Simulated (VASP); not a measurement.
Input of a VASP 6.6.1 run:

File INCAR:

```
ALGO = Normal
EDIFF = 1E-6
ENCUT = 500
GGA = PE
GGA_COMPAT = False
ISIF = 2
ISMEAR = 0
LASPH = True
LCHARG = False
LREAL = False
LWAVE = False
NBANDS = 13
NELM = 120
PREC = Accurate
SIGMA = 0.1
```

The input KPOINTS:

```
k-points
0
Gamma
  6 6 6
```

Contents of POSCAR:

```
Sn
1.0
   -1.8946518192      1.8946518192      1.8946518192
    1.8946518192     -1.8946518192      1.8946518192
    1.8946518192      1.8946518192     -1.8946518192
Sn
1
Direct
    0.1850000000      0.3640000000      0.5520000000
```

Potentials or basis: VASP PAW PBE potentials, release 64 (Sn_d).

Launch:

```sh
$ cat potpaw_PBE.64/Sn_d/POTCAR > POTCAR
$ mpirun -np 1 vasp_std > vasp.out
```

Question: Estimate the pressure.

Answer: 0.7 GPa.

Question: Predict the band gap on the k mesh.

Answer: Zero (band 7 reaches 16.04 eV, above the bottom of band 8 at 5.62 eV).

Caveat: the k points lie up to 0.39 Å⁻¹ apart; spin-orbit coupling is left out, which moves the levels of the heavy elements.
